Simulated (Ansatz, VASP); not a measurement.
# BaTe: VASP beside Ansatz

```
Ba Te
1.0
     0.00000    3.41000    3.41000
     3.41000    0.00000    3.41000
     3.41000    3.41000    0.00000
Ba Te
1 1
Direct
  0.00000 0.00000 0.97067
  0.50000 0.50000 0.50000
```

Alike in both runs: task single point; functional r2SCAN; k mesh 8 × 8 × 8; occupations gaussian, width 0.05 eV; no spin polarisation.

|  | VASP | Ansatz |
| --- | --- | --- |
| version | VASP 6.6.1 | Ansatz 0.2.0 |
| potentials or method | VASP PAW PBE potentials, release 64 (Ba_sv, Te), cutoff 520 eV | scalar-relativistic, plane waves, PAW |
| valence electrons in the cell | 16 | 26 |

VASP gave:

| Item | Value |
| --- | --- |
| gap on the k mesh at the Fermi level (eV) | 1.76 |
| least direct gap on the mesh (eV) | 2.11 |
| pressure (GPa) | 4.7 |
| traceless stress, the component that is largest in VASP (GPa) | -0.32 |
| rms of the force components (eV/Å) | 0.277 |

Q: Estimate Ansatz's values.

A: gap on the k mesh at the Fermi level (eV): 1.85; least direct gap on the mesh (eV): 2.17; pressure (GPa): 4.2; traceless stress, the component that is largest in VASP (GPa): -0.30; rms of the force components (eV/Å): 0.266.

VASP's potentials were made for PBE, not for r2SCAN. Atom by atom the forces differ by 0.012 eV/Å (rms over components). With one functional, cell and mesh, what is left measures potentials, basis and numerics. VASP's potentials hold 16 valence electrons a cell and Ansatz's 26, so a difference there can come from the potentials and not from the codes.

Neither program's run includes spin-orbit coupling.
